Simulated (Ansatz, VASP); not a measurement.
## One calculation of MgO, two programs

```
Mg O
1.0
     3.53470    0.00000    0.00000
    -1.76735    3.06114    0.00000
     0.00000    0.00000    4.61780
Mg O
2 2
Direct
  0.33333 0.66667 0.00366
  0.66667 0.33333 0.50366
  0.33333 0.66667 0.40094
  0.66667 0.33333 0.90094
```

Alike in both runs: task single point; functional PBEsol; k mesh 9 × 9 × 6; occupations gaussian, width 0.05 eV; no spin polarisation.

```csv
,VASP,Ansatz
version,VASP 6.6.1,Ansatz 0.2.0
potentials or method,"VASP PAW PBE potentials, release 64 (Mg, O), cutoff 520 eV","scalar-relativistic, plane waves, PAW"
valence electrons in the cell,16,32
```

Ansatz gave:

```
gap on the k mesh at the Fermi level (eV)                     : 2.94
least direct gap on the mesh (eV)                             : 2.94
pressure (GPa)                                                : -3.3
traceless stress, the component that is largest in VASP (GPa) : 18.77
rms of the force components (eV/Å)                            : 1.130
```

Task: What did VASP give for the same quantities?

Result: gap on the k mesh at the Fermi level (eV): 2.93; least direct gap on the mesh (eV): 2.93; pressure (GPa): -3.6; traceless stress, the component that is largest in VASP (GPa): 19.13; rms of the force components (eV/Å): 1.151.

VASP's potentials were made for PBE, not for PBEsol, and Ansatz warns of the same on its side. Atom by atom the forces differ by 0.021 eV/Å (rms over components). VASP's potentials hold 16 valence electrons a cell and Ansatz's 32, so a difference there can come from the potentials and not from the codes.
